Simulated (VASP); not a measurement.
# Ru in VASP: single point with PBE

Aim: the single point of Ru with PBE.

Everything below comes from runs of VASP 6.6.1. Logs are shortened: lines on timing, memory, paths and dates and some standing lists are left out, and cuts for length are marked.

### 1 The cell of the first run

The cell holds a slab with vacuum, 4 atoms: a = 2.721 Å, b = 4.296 Å, c = 19.142 Å, α = 90.00°, β = 90.00°, γ = 90.00°.

### 2 Single point, PBE

INCAR reads:

```
SYSTEM = Ru
PREC     = Accurate       ! precision mode
ENCUT    = 520            ! plane-wave cutoff, eV
EDIFF    = 1E-7           ! SCF threshold, eV
ISMEAR   = -1             ! smearing method
SIGMA    = 0.1            ! smearing width, eV
LREAL    = .False.        ! projectors in reciprocal space
LASPH    = .True.         ! aspherical terms in the spheres
NELM     = 100            ! most SCF steps
ALGO     = Normal         ! electronic algorithm
ISIF     = 2              ! what is computed and relaxed
LWAVE    = .False.        ! write WAVECAR
LCHARG   = .True.         ! write CHGCAR
LDIPOL   = .True.       
IDIPOL   = 3            
DIPOL    = 0.5 0.5 0.500
GGA      = PE             ! functional
LELF     = .True.         ! ELF
LVHAR    = .True.       
LVACPOTAV= .True.       
NBANDS   = 36             ! bands
```

KPOINTS reads:

```
Automatic mesh
0
Gamma
  12 8 1
  0 0 0
```

POSCAR reads:

```
Ru
1.0
    2.7211623488      0.0000000000      0.0000000000
    0.0000000000      4.2959980361      0.0000000000
    0.0000000000      0.0000000000     19.1421000000
Ru
4
Direct
    0.0000000000      0.7500000000      0.4179262559
    0.5000000000      0.2500000000      0.4589631282
    0.5000000000      0.7500000000      0.5410368718
    0.0000000000      0.2500000000      0.5820737441
```

Potentials or basis: VASP PAW PBE potentials, release 64 (Ru_pv).

Started as:

```sh
$ cat potpaw_PBE.64/Ru_pv/POTCAR > POTCAR
$ mpirun -np 1 vasp_std > vasp.out
```

OUTCAR:

```text
SYSTEM = Ru
   PREC = Accurate
   ENCUT = 520
   EDIFF = 1E-7
   ISMEAR = -1
   LREAL = .False.
   LASPH = .True.
   NELM = 100
   ISIF = 2
   GGA = PE

 ion  position               nearest neighbor table
   1  0.000  0.750  0.418-   2 2.66   2 2.66   2 2.66   2 2.66   3 2.72   3 2.72
   2  0.500  0.250  0.459-   3 2.66   3 2.66   1 2.66   1 2.66   1 2.66   1 2.66   4 2.72   4 2.72

   3  0.500  0.750  0.541-   2 2.66   2 2.66   4 2.66   4 2.66   4 2.66   4 2.66   1 2.72   1 2.72

   4  0.000  0.250  0.582-   3 2.66   3 2.66   3 2.66   3 2.66   2 2.72   2 2.72

  LATTYP: Found a simple orthorhombic cell.
 ALAT       =     2.7211623488
 B/A-ratio  =     1.5787363948
 C/A-ratio  =     7.0345306697

  Lattice vectors:

 A1 = (   2.7211623488,   0.0000000000,   0.0000000000)
 A2 = (   0.0000000000,   4.2959980361,   0.0000000000)
 A3 = (   0.0000000000,   0.0000000000,  19.1421000000)

Analysis of symmetry for initial positions (statically):
=====================================================================
 Subroutine PRICEL returns:
 Original cell was already a primitive cell.

 Routine SETGRP: Setting up the symmetry group for a
 simple orthorhombic supercell.

 Subroutine GETGRP returns: Found  8 space group operations
 (whereof  4 operations were pure point group operations)
 out of a pool of  8 trial point group operations.

The static configuration has the point symmetry C_2h.
 The point group associated with its full space group is D_2h.

Analysis of symmetry for dynamics (positions and initial velocities):
=====================================================================
 Subroutine PRICEL returns:
 Original cell was already a primitive cell.

 Routine SETGRP: Setting up the symmetry group for a
 simple orthorhombic supercell.

 Subroutine GETGRP returns: Found  8 space group operations
 (whereof  4 operations were pure point group operations)
 out of a pool of  8 trial point group operations.

The dynamic configuration has the point symmetry C_2h.
 The point group associated with its full space group is D_2h.

 Subroutine INISYM returns: Found  8 space group operations
 (whereof  4 operations are pure point group operations),
 and found     1 'primitive' translations

----------------------------------------------------------------------------------------

                                     Primitive cell

  volume of cell :     223.7732

  direct lattice vectors                    reciprocal lattice vectors
     2.721162349  0.000000000  0.000000000     0.367490018  0.000000000  0.000000000
     0.000000000  4.295998036  0.000000000     0.000000000  0.232774781  0.000000000
     0.000000000  0.000000000 19.142100000     0.000000000  0.000000000  0.052240872

  length of vectors
     2.721162349  4.295998036 19.142100000     0.367490018  0.232774781  0.052240872

  position of ions in fractional coordinates (direct lattice)
     0.000000000  0.750000000  0.417926256
     0.500000000  0.250000000  0.458963128
     0.500000000  0.750000000  0.541036872
     0.000000000  0.250000000  0.582073744

  ion indices of the primitive-cell ions
   primitive index   ion index
                 1           1
                 2           2
                 3           3
                 4           4

----------------------------------------------------------------------------------------

 KPOINTS: Automatic mesh

Automatic generation of k-mesh.
 Grid dimensions read from file:
 generate k-points for:   12    8    1

 Generating k-lattice:

  Cartesian coordinates                     Fractional coordinates (reciprocal lattice)
     0.030624168  0.000000000  0.000000000     0.083333333  0.000000000  0.000000000
     0.000000000  0.029096848  0.000000000     0.000000000  0.125000000  0.000000000
     0.000000000  0.000000000  0.052240872     0.000000000  0.000000000  1.000000000

  Length of vectors
     0.030624168  0.029096848  0.052240872

  Shift w.r.t. Gamma in fractional coordinates (k-lattice)
     0.000000000  0.000000000  0.000000000

 Subroutine IBZKPT returns following result:
 ===========================================

 Found     35 irreducible k-points:

 Following reciprocal coordinates:
            Coordinates               Weight
  0.000000  0.000000  0.000000      1.000000
  0.083333  0.000000  0.000000      2.000000
  0.166667  0.000000  0.000000      2.000000
  0.250000  0.000000  0.000000      2.000000
  0.333333  0.000000  0.000000      2.000000
  0.416667  0.000000  0.000000      2.000000
[... 16 lines left out ...]
  0.083333  0.375000  0.000000      4.000000
  0.166667  0.375000  0.000000      4.000000
 [... further k-points ...]
   k-points           NKPTS =     35   k-points in BZ     NKDIM =     35   number of bands    NBANDS=     36
   number of dos      NEDOS =    301   number of ions     NIONS =      4
   total plane-waves  NPLWV =  92160
   dimension x,y,z NGX =    20 NGY =   32 NGZ =  144
   dimension x,y,z NGXF=    40 NGYF=   64 NGZF=  288
   ions per type =               4
   NGX,Y,Z   is equivalent  to a cutoff of  12.22, 12.38, 12.51 a.u.
   NGXF,Y,Z  is equivalent  to a cutoff of  24.44, 24.77, 25.01 a.u.
 SYSTEM =  Ru
   PREC   = accura    normal or accurate (medium, high low for compatibility)
   ISTART =      0    job   : 0-new  1-cont  2-samecut
   ICHARG =      2    charge: 1-file 2-atom 10-const
   ISPIN  =      1    spin polarized calculation?
   LNONCOLLINEAR =      F non collinear calculations
   LSORBIT =      F    spin-orbit coupling
   LASPH  =      T    aspherical Exc in radial PAW
   ENCUT  =  520.0 eV  38.22 Ry    6.18 a.u.   5.06  7.99 35.59*2*pi/ulx,y,z
   NELM   =    100;   NELMIN=  2; NELMDL= -5     # of ELM steps
   EDIFF  = 0.1E-06   stopping-criterion for ELM
   LREAL  =      F    real-space projection
   EDIFFG = 0.1E-05   stopping-criterion for IOM
   NSW    =      0    number of steps for IOM
   IBRION =     -1    ionic relax: 0-MD 1-quasi-New 2-CG
   NFREE  =      0    steps in history (QN), initial steepest desc. (CG)
   ISIF   =      2    stress and relaxation
   ISYM   =      2    0-nonsym 1-usesym 2-fastsym
   POTIM  = 0.5000    time-step for ionic-motion
   TEBEG  =    0.0;   TEEND  =   0.0 temperature during run
   PSTRESS=    0.0 pullay stress
   NELECT =      56.0000    total number of electrons
   NUPDOWN=      -1.0000    fix difference up-down
   EMIN   =  10.00;   EMAX   =-10.00  energy-range for DOS
   EFERMI =   0.00;   METHOD = LEGACY
   ISMEAR =    -1;   SIGMA  =   0.10  broadening in eV -4-tet -1-fermi 0-gaus
   EFERMI_NEDOS =   21; number of points for ismear=-14 and -15
   IALGO  =     38    algorithm
   IMIX   =      4    mixing-type and parameters
     AMIX     =   0.40;   BMIX     =  1.00
     AMIX_MAG =   1.60;   BMIX_MAG =  1.00
  volume/ion in A,a.u.               =      55.94       377.52
  Fermi-wavevector in a.u.,A,eV,Ry     =   1.031656  1.949547 14.480866  1.064314
  Thomas-Fermi vector in A             =   2.165815
   LORBIT       =      0    0 simple, 1 ext, 2 COOP (PROOUT), +10 PAW based schemes
   GGA     = PE    functional components
   LHFCALC =     F    Hartree Fock is set to
   AEXX    =    0.0000 exact exchange contribution
   IVDW    =     0    specifies the selected vdW correction
   LEPSILON=     F    determine dielectric tensor
   LRPA    =     F    only Hartree local field effects (RPA)
 non-spin polarized calculation
  energy-cutoff  :      520.00
  volume of cell :      223.77
 maximum number of plane-waves:      6094
   NGX = 11   NGY = 15   NGZ = 71

 dipolmoment           0.000000      0.000000     -0.000000 electrons x Angstroem

 number of electron      56.0000023 magnetization

 dipolmoment           0.000000      0.000000      0.000000 electrons x Angstroem

 Free energy of the ion-electron system (eV)
  ---------------------------------------------------
  ext. energy  EPLUGINS =         0.00000000
  ---------------------------------------------------
  free energy    TOTEN  =       -32.72412964 eV

  energy without entropy =      -32.50891097  energy(sigma->0) =      -32.61652031

 E-fermi :  -0.5219     XC(G=0):  -4.5541

 val. band max:       -0.5405239458   @ k =   0.4167   0.5000   0.0000
 cond. band min:      -0.5104730153   @ k =   0.1667   0.3750   0.0000
 fundamental gap:      0.0300509305
 Fermi energy:        -0.5218662845

 k-point     1 :       0.0000    0.0000    0.0000
  band No.  band energies     occupation
      1     -43.8599      2.00000
      2     -43.5574      2.00000
      3     -43.5449      2.00000
      4     -43.3995      2.00000
      5     -43.2562      2.00000
      6     -43.1591      2.00000
[... 28 lines left out ...]
     35       1.4181      0.00000
     36       2.8185      0.00000

 k-point     2 :       0.0833    0.0000    0.0000
  band No.  band energies     occupation
      1     -43.8461      2.00000
      2     -43.5435      2.00000
      3     -43.5389      2.00000
      4     -43.3966      2.00000
      5     -43.2934      2.00000
      6     -43.1895      2.00000
[... 28 lines left out ...]
     35       1.4498      0.00000
     36       3.6622      0.00000

 k-point     3 :       0.1667    0.0000    0.0000
  band No.  band energies     occupation
      1     -43.8070      2.00000
      2     -43.5253      2.00000
      3     -43.5034      2.00000
      4     -43.3941      2.00000
      5     -43.3833      2.00000
      6     -43.2710      2.00000
[... 28 lines left out ...]
     35       2.2651      0.00000
     36       4.5299      0.00000
[... 742 lines left out ...]
 k-point    23 :       0.0833    0.3750    0.0000
  band No.  band energies     occupation
      1     -43.7088      2.00000
      2     -43.6936      2.00000
      3     -43.4270      2.00000
      4     -43.2734      2.00000
      5     -43.2652      2.00000
      6     -43.2054      2.00000
[... 28 lines left out ...]
     35       1.1554      0.00000
     36       2.4294      0.00000

 k-point    24 :       0.1667    0.3750    0.0000
  band No.  band energies     occupation
      1     -43.7072      2.00000
      2     -43.6757      2.00000
      3     -43.4253      2.00000
      4     -43.3909      2.00000
      5     -43.2911      2.00000
      6     -43.2715      2.00000
[... 28 lines left out ...]
     35       1.9424      0.00000
     36       3.3700      0.00000

 [... further k-points ...]
[... 5 lines left out ...]
  --------------------------------------------------------------------------------------
  -------------------------------------------------------------------------------------
  Total       -7.0662962     -6.3256334     -4.4437932      0.0000000      0.0000000      0.0000000
  in kB      -50.5934517    -45.2904351    -31.8167867      0.0000000      0.0000000      0.0000000
  external PRESSURE =     -42.5668911 kB  Pullay stress =       0.0000000 kB

 VOLUME and BASIS-vectors are now :
 -----------------------------------------------------------------------------
  energy-cutoff  :      520.00
  volume of cell :      223.77
      direct lattice vectors                 reciprocal lattice vectors
     2.721162349  0.000000000  0.000000000     0.367490018  0.000000000  0.000000000
     0.000000000  4.295998036  0.000000000     0.000000000  0.232774781  0.000000000
     0.000000000  0.000000000 19.142100000     0.000000000  0.000000000  0.052240872

 POSITION                                       TOTAL-FORCE (eV/Angst)
 -----------------------------------------------------------------------------------
      0.00000      3.22200      7.99999         0.000000      0.000000      1.316209
      1.36058      1.07400      8.78552        -0.000000      0.000000      0.165628
      1.36058      3.22200     10.35658         0.000000     -0.000000     -0.165628
      0.00000      1.07400     11.14211         0.000000      0.000000     -1.316209
 -----------------------------------------------------------------------------------
    total drift:                                0.000000      0.000000      0.000000

  FREE ENERGIE OF THE ION-ELECTRON SYSTEM (eV)
  ---------------------------------------------------
  free  energy   TOTEN  =       -32.7241296409 eV

  energy  without entropy=      -32.5089109736  energy(sigma->0) =      -32.61652031

 vacuum level on the upper side and lower side of the slab         4.340         4.340
```

It took 5 min on 1 thread of Intel Xeon Platinum 8488C (Sapphire Rapids), shared host; peak memory 0.41 GiB.

What came out:

```yaml
Free_energy: -32.7241 eV
Largest_force: 1.316 eV/Å
Band_gap_on_the_k_mesh: zero (bands 28 and 29 overlap by 1.14 eV)
```

Forces in eV/Å, atoms in the order of the input:
```
Ru   0.000  0.000  1.316
Ru   0.000  0.000  0.166
Ru   0.000  0.000 -0.166
Ru   0.000  0.000 -1.316
```

The gap in the log of VASP goes by the Fermi energy; the results here count the filled bands.